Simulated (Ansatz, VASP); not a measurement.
CdSe: VASP beside Ansatz

```
Cd Se
1.0
     0.00000    2.89699    2.89699
     2.89699    0.00000    2.89699
     2.89699    2.89699    0.00000
Cd Se
1 1
Cartesian
  0.0000 0.0000 0.0000
  2.8970 2.8970 2.8970
```

Alike in both runs: task single point; functional PBE; k mesh 12 × 12 × 12; occupations gaussian, width 0.1 eV; no spin polarisation.

|  | VASP | Ansatz |
| --- | --- | --- |
| version | VASP 6.6.1 | Ansatz 0.2.0 |
| potentials or method | VASP PAW PBE potentials, release 64 (Cd, Se), cutoff 520 eV | scalar-relativistic, plane waves, PAW |
| valence electrons in the cell | 18 | 36 |

|  | VASP | Ansatz | Ansatz less VASP |
| --- | --- | --- | --- |
| gap on the k mesh at the Fermi level (eV) | none | none | - |
| pressure (GPa) | -1.4 | -1.7 | -0.29 |

A gap of «none» marks a metal or a gap that the smearing closes. With one functional, cell and mesh, what is left measures potentials, basis and numerics. VASP's potentials hold 18 valence electrons a cell and Ansatz's 36, so a difference there can come from the potentials and not from the codes.
